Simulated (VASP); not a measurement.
Write the native input for VASP 6.6.1 that does the following.

```yaml
Task: single point
Functional: PBE
Potentials_or_basis: VASP PAW PBE potentials, release 64 (Mg, Si)
Cutoff: 520 eV
k_mesh: 9 × 9 × 1
Occupations: gaussian, width 0.1 eV
Spin: no spin polarisation
Dipole_correction: yes
Further_INCAR_settings: ALGO = Normal; EDIFF = 1e-06; NBANDS = 14
```

The structure of Mg4Si lies in POSCAR:

```
Mg4Si
1.0
    3.2100692859      0.0000000000      0.0000000000
   -1.6050346429      2.7800015495      0.0000000000
    0.0000000000      0.0000000000     23.2147784313
Mg Si
4 1
Direct
    0.6666666667      0.3333333333      0.1723040352
    0.3333333333      0.6666666667      0.2829644272
    0.6666666667      0.3333333333      0.3920793237
    0.3333333333      0.6666666667      0.5046258988
    0.5000000000      1.3333333333      0.6013511018
```

These files were run (other wordings do the same):

INCAR

```
PREC = Accurate
ENCUT = 520
EDIFF = 1E-6
ISMEAR = 0
SIGMA = 0.1
LREAL = F
LASPH = T
NELM = 60
ALGO = Normal
ISIF = 2
LWAVE = F
LCHARG = T
LDIPOL = T
IDIPOL = 3
DIPOL = 0.5 0.5 0.391
GGA = PE
LELF = T
LVHAR = T
LVACPOTAV = T
NBANDS = 14
```

KPOINTS

```
regular mesh
0
Gamma
  9 9 1
```

Potentials or basis: VASP PAW PBE potentials, release 64 (Mg, Si).

The run is started by

```bash
$ cat potpaw_PBE.64/Mg/POTCAR potpaw_PBE.64/Si/POTCAR > POTCAR
$ mpirun -np 1 vasp_std > vasp.out
```

Results of the run:

| Item | Value |
| --- | --- |
| Largest force | 0.396 eV/Å |
| Band gap on the k mesh | zero (bands 6 and 7 overlap by 0.23 eV) |

Wall time 65 s on 1 thread of Intel(R) Xeon(R) 6975P-C (Granite Rapids), on a shared host, peak memory 0.35 GiB.
